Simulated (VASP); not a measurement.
Here is a VASP 6.6.1 calculation.

Contents of POSCAR:

```
ZnS
1.0
    3.8230000000      0.0000000000      0.0000000000
   -1.9115000000      3.3108151187      0.0000000000
    0.0000000000      0.0000000000      6.2610000000
Zn S
2 2
Direct
    0.3333333333      0.6666666667      0.0000000000
    0.6666666667      0.3333333333      0.5000000000
    0.3333333333      0.6666666667      0.5000000000
    0.6666666667      0.3333333333      1.0000000000
```

Contents of INCAR.step1:

```
SYSTEM = ZnS
PREC = Accurate ; ENCUT = 600
ISMEAR = 0 ; SIGMA = 0.02
LREAL = .False. ; LASPH = .True.
NELM = 60 ; GGA = PE
ALGO = Normal ; EDIFF = 1E-4
LWAVE = .True. ; LCHARG = .False.
```

File INCAR.step2:

```
SYSTEM = ZnS
PREC = Accurate ; ENCUT = 600
EDIFF = 1E-6 ; ISMEAR = 0
SIGMA = 0.02 ; LREAL = .False.
LASPH = .True. ; NELM = 60
ALGO = Normal ; ISIF = 3
LWAVE = .False. ; LCHARG = .False.
METAGGA = R2SCAN ; LMIXTAU = .True.
IBRION = 2 ; NSW = 100
EDIFFG = -0.002 ; ISTART = 1
```

KPOINTS

```
regular mesh
0
Gamma
  9 9 6
  0 0 0
```

Potentials or basis: VASP PAW PBE potentials, release 64 (Zn, S).

The run is started by

```console
$ cat potpaw_PBE.64/Zn/POTCAR potpaw_PBE.64/S/POTCAR > POTCAR
$ cp INCAR.step1 INCAR
$ mpirun -np 1 vasp_std > vasp.out
$ cp INCAR.step2 INCAR
$ mpirun -np 1 vasp_std > vasp.out
```

Q: Estimate the space group after relaxing (to 0.1 Å).

A: P6_3/mmc (No. 194).

Q: What does it give for the relaxed cell?

A: a = 3.944 Å, b = 3.944 Å, c = 5.902 Å, α = 90.00°, β = 90.00°, γ = 120.00°.

Q: Estimate the relaxed volume.

A: 19.88 Å³/atom.

The path:
| step | energy change (eV) | largest force (eV/Å) | pressure (GPa) | volume (Å³) |
| --- | --- | --- | --- | --- |
| 1 | 0.0000 | 0.0000 | 4.65 | 79.25 |
| 2 | -0.0393 | 0.0000 | -3.39 | 85.97 |
| 3 | -0.0783 | 0.0000 | -0.38 | 83.03 |
| 4 | -0.0783 | 0.0000 | -0.45 | 83.11 |
| 5 | -0.0833 | 0.0000 | -0.43 | 82.60 |
| 6 | -0.0964 | 0.0000 | -0.15 | 81.05 |
| 7 | -0.0984 | 0.0000 | 0.91 | 77.93 |
| 8 | -0.1024 | 0.0000 | 0.32 | 79.37 |
| 9 | -0.1008 | 0.0000 | -0.68 | 80.02 |
| 10 | -0.1027 | 0.0000 | 0.05 | 79.55 |
| 11 | -0.1027 | 0.0000 | -0.04 | 79.61 |
| 12 | -0.1027 | 0.0000 | -0.02 | 79.60 |
| 13 | -0.1027 | 0.0000 | -0.01 | 79.60 |
| 14 | -0.1027 | 0.0000 | 0.01 | 79.58 |
| 15 | -0.1027 | 0.0000 | 0.00 | 79.53 |
| 16 | -0.1027 | 0.0000 | 0.07 | 79.44 |
| 17 | -0.1027 | 0.0000 | 0.03 | 79.51 |
| 18 | -0.1027 | 0.0000 | 0.02 | 79.51 |
| 19 | -0.1027 | 0.0000 | 0.01 | 79.51 |
| 20 | -0.1027 | 0.0000 | 0.00 | 79.51 |

Caveat: the PAW data sets were made with another functional, which shifts forces and pressure a little.
